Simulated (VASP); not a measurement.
Te, 3 atoms in the cell. It takes space group P3_121 (No. 152, trigonal). The conventional cell has a = 4.541 Å, b = 4.541 Å, c = 6.040 Å, α = 90.00°, β = 90.00°, γ = 120.00°. Within 3.8 Å of Te (site symmetry 2) lie 6 Te at 2.92 to 3.54 Å. 

| Property | Result |
| --- | --- |
| Program | VASP 6.6.1 |
| Task | single point |
| Functional | r2SCAN |
| Potentials or basis | VASP PAW PBE potentials, release 64 (Te) |
| Cutoff | 520 eV |
| k mesh | 7 × 7 × 5 |
| Occupations | fermi-dirac, width 0.05 eV |
| Spin | no spin polarisation |
| Dipole correction | no |
| Further INCAR settings | ALGO = Normal; EDIFF = 1e-07; NBANDS = 16 |

Potentials or basis: VASP PAW PBE potentials, release 64 (Te).

Launch:

```bash
$ cat potpaw_PBE.64/Te/POTCAR > POTCAR
$ cp INCAR.step1 INCAR
$ mpirun -np 1 vasp_std > vasp.out
$ cp INCAR.step2 INCAR
$ mpirun -np 1 vasp_std > vasp.out
```

Hardware: 1 thread of Intel(R) Xeon(R) Platinum 8488C (Sapphire Rapids), on a shared host.

Estimate the wall time of this run.

Wall time 2.9 min on 1 thread of Intel(R) Xeon(R) Platinum 8488C (Sapphire Rapids), on a shared host, peak memory 0.26 GiB. Counts: k points 32.
